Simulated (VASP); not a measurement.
Runs of VASP 6.6.1 on Ti. The structure is that of space group Fd-3m (No. 227), or close to it. The cells are those of the table. 

```csv
task,spin,cell,k mesh,cutoff (eV),smearing,gap on the mesh (eV),pressure (GPa)
single point,off,"a = 3.937 Å, angles 60.0°, 2 atoms",16 × 16 × 16,520,fermi-dirac 0.1 eV,none,0.3
single point,off,"a = 3.829 Å, angles 60.0°, 2 atoms",11 × 11 × 11,520,fermi-dirac 0.1 eV,none,3.4
single point,off,"a = 3.989 Å, angles 60.0°, 2 atoms",11 × 11 × 11,520,fermi-dirac 0.1 eV,none,-0.9
relaxation of cell and atoms,off,"relaxed from a = 4.070 Å, angles 60.0°, 2 atoms",10 × 10 × 10,600,fermi-dirac 0.1 eV,none,0.0
single point,off,"a = 3.937 Å, angles 60.0°, 2 atoms",11 × 11 × 11,520,fermi-dirac 0.1 eV,none,0.3
single point,off,"a = 3.937 Å, angles 60.0°, 2 atoms",10 × 10 × 10,520,fermi-dirac 0.1 eV,none,(a)
single point,"collinear, ferromagnetic start","a = 4.326 Å, angles 60.0°, 2 atoms",10 × 10 × 10,520,fermi-dirac 0.05 eV,none,0.1
```

Alike in all rows: level r2SCAN; potentials or basis VASP PAW PBE potentials, release 64 (Ti_sv).

Q: Estimate the missing entries.

A: (a) 0.4.

Caveats: the PAW data sets were made with another functional, which shifts forces and pressure a little.

A gap of «none» marks levels without a gap at the run's occupations.
